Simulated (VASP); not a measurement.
Runs of VASP 6.6.1 on Mg2C. The structure is that of space group Fm-3m (No. 225), or close to it. The cells are those of the table. 

```csv
level,cell,k mesh,smearing,grid for exact exchange (PRECFOCK),share of exact exchange,screening parameter,gap on the mesh (eV),pressure (GPa)
r2SCAN,"a = 3.823, b = 3.823, c = 3.813 Å, angles 60.1, 60.1, 59.8°, 3 atoms",8 × 8 × 8,gaussian 0.01 eV,-,-,-,1.10,(b)
r2SCAN,"a = 3.844, b = 3.844, c = 3.834 Å, angles 60.1, 60.1, 59.8°, 3 atoms",8 × 8 × 8,gaussian 0.01 eV,-,-,-,1.10,(a)
PBE,"a = 3.823, b = 3.823, c = 3.813 Å, angles 60.1, 60.1, 59.8°, 3 atoms",8 × 8 × 8,fermi-dirac 0.02 eV,-,-,-,0.72,(c)
HSE06,"a = 3.791, b = 3.791, c = 3.748 Å, angles 60.4, 60.4, 59.2°, 3 atoms",6 × 6 × 6,gaussian 0.01 eV,Normal,0.25,0.2079 1/Å,1.35,4.3
HSE06,"a = 3.823, b = 3.823, c = 3.813 Å, angles 60.1, 60.1, 59.8°, 3 atoms",6 × 6 × 6,gaussian 0.01 eV,Normal,0.25,0.2079 1/Å,1.38,0.5
```

Alike in all rows: task single point; potentials or basis VASP PAW PBE potentials, release 64 (C, Mg); no spin polarisation; cutoff (eV) 520.

**Question.** Estimate the missing entries.

**Answer.** (a) -0.9; (b) 0.7; (c) 2.9.

Caveats: the structure was generated, so it needn't be the stable form of Mg2C; the PAW data sets were made with another functional, which shifts forces and pressure a little (at least some runs); semilocal functionals underestimate gaps, and a narrow one can read as zero (at least some runs); the stress differs along the axes, from -1 to 7 GPa (at least some runs).

A k mesh can miss the band edges.
